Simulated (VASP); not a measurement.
Set up this calculation in VASP 6.6.1, as the native input.

```yaml
Task: relaxation of the atoms
Functional: PBE
Potentials_or_basis: VASP PAW PBE potentials, release 64 (Al, C)
Cutoff: 520 eV
k_mesh: 3 × 3 × 3
Occupations: methfessel-paxton, width 0.1 eV
Spin: no spin polarisation
Dipole_correction: no
Further_INCAR_settings: LREAL = Auto; ALGO = Normal; EDIFF = 1e-06; IBRION = 2; EDIFFG = -0.02; NSW = 90
```

The structure of Al16C (a cell with a defect) lies in POSCAR:

```
Al16C
1.0
   -4.0389296000      4.0389296000      4.0389296000
    4.0389296000     -4.0389296000      4.0389296000
    4.0389296000      4.0389296000     -4.0389296000
Al C
16 1
Direct
    0.0000000000      0.0000000000      0.0000000000
    0.0000000000      0.2500000000      0.7500000000
    0.0000000000      0.5000000000      0.5000000000
    0.0000000000      0.7500000000      0.2500000000
    0.2500000000      0.0000000000      0.7500000000
    0.2500000000      0.2500000000      0.5000000000
    0.2500000000      0.5000000000      0.2500000000
    0.2500000000      0.7500000000      0.0000000000
    0.5000000000      0.0000000000      0.5000000000
    0.5000000000      0.2500000000      0.2500000000
    0.5000000000      0.5000000000      0.0000000000
    0.5000000000      0.7500000000      0.7500000000
    0.7500000000      0.0000000000      0.2500000000
    0.7500000000      0.2500000000      0.0000000000
    0.7500000000      0.5000000000      0.7500000000
    0.7500000000      0.7500000000      0.5000000000
    0.5000000000      0.5000000000      0.5000000000
```

One way to write it, as run:

INCAR

```
PREC = Accurate ; ENCUT = 520
EDIFF = 1E-6 ; ISMEAR = 1
SIGMA = 0.1 ; LREAL = Auto
LASPH = T ; NELM = 60
ALGO = Normal ; ISIF = 2
LWAVE = F ; LCHARG = F
GGA = PE ; IBRION = 2
NSW = 90 ; EDIFFG = -0.02
```

KPOINTS

```
Automatic mesh
0
Gamma
  3 3 3
```

Potentials or basis: VASP PAW PBE potentials, release 64 (Al, C).

Command:

```sh
$ cat potpaw_PBE.64/Al/POTCAR potpaw_PBE.64/C/POTCAR > POTCAR
$ mpirun -np 1 vasp_std > vasp.out
```

It gave:

```yaml
Energy_gained_by_relaxing: 6.7 meV/atom
Ionic_steps: 3
Pressure_after_relaxing: 1.7 GPa
Largest_force_after_relaxing: 0.005 eV/Å
Band_gap_on_the_k_mesh: zero (band 26 reaches 9.38 eV, above the bottom of band 27 at 7.72 eV)
```

Caveat: the k points lie up to 0.37 Å⁻¹ apart.

Run time: 110 s on 1 thread of Intel(R) Xeon(R) Platinum 8488C (Sapphire Rapids), with other jobs on the host, peak memory 0.4 GiB.
